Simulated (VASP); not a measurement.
Here is a VASP 6.6.1 calculation.

Contents of INCAR:

```
SYSTEM = GdN
PREC = Accurate ; ENCUT = 600
EDIFF = 1E-6 ; ISMEAR = 0
SIGMA = 0.05 ; LREAL = .False.
LASPH = .True. ; NELM = 200
ALGO = Normal ; ISIF = 2
LWAVE = .False. ; LCHARG = .False.
ISPIN = 2 ; MAGMOM = 6.89 -0.1
LORBIT = 11 ; LMAXMIX = 6
LDAU = .True. ; LDAUTYPE = 2
LDAUL = 3 -1 ; LDAUU = 8 0
LDAUJ = 0 0 ; LDAUPRINT = 1
GGA = CA ; NBANDS = 22
GGA_COMPAT = .False.
```

The input KPOINTS:

```
Automatic mesh
0
Gamma
  6 6 6
  0 0 0
```

Contents of POSCAR:

```
GdN
1.0
    0.0000000000      2.7293320800      2.7293320800
    2.7293320800      0.0000000000      2.7293320800
    2.7293320800      2.7293320800      0.0000000000
Gd N
1 1
Direct
    0.0000000000      0.0000000000      0.0000000000
    0.2500000000      0.2500000000      0.2500000000
```

Potentials or basis: VASP PAW PBE potentials, release 64 (Gd, N).

Run with:

```console
$ cat potpaw_PBE.64/Gd/POTCAR potpaw_PBE.64/N/POTCAR > POTCAR
$ mpirun -np 1 vasp_std > vasp.out
```

Q: What does it give for the net moment?

A: 7.00 μB per cell.

Q: Estimate the band gap on the k mesh.

A: 1.49 eV, indirect (least direct gap 1.81 eV).

Q: Predict the site moments.

A: Gd +6.89; N -0.08 μB.

Q: What does it give for the pressure?

A: -10.5 GPa.

Eigenvalues of the final occupation matrices:
| site | spin | trace | eigenvalues |
| --- | --- | --- | --- |
| site 1 f | 1 | 6.94 | 0.99 0.99 0.99 0.99 0.99 0.99 0.99 |
| site 1 f | 2 | 0.03 | 0.00 0.00 0.00 0.01 0.01 0.01 0.01 |

Caveat: the PAW data sets were made with another functional, which shifts forces and pressure a little; spin-orbit coupling is left out, which moves the levels of the heavy elements; a cell with one magnetic atom can't hold antiferromagnetic order, which such compounds often take. A k mesh can miss the band edges.
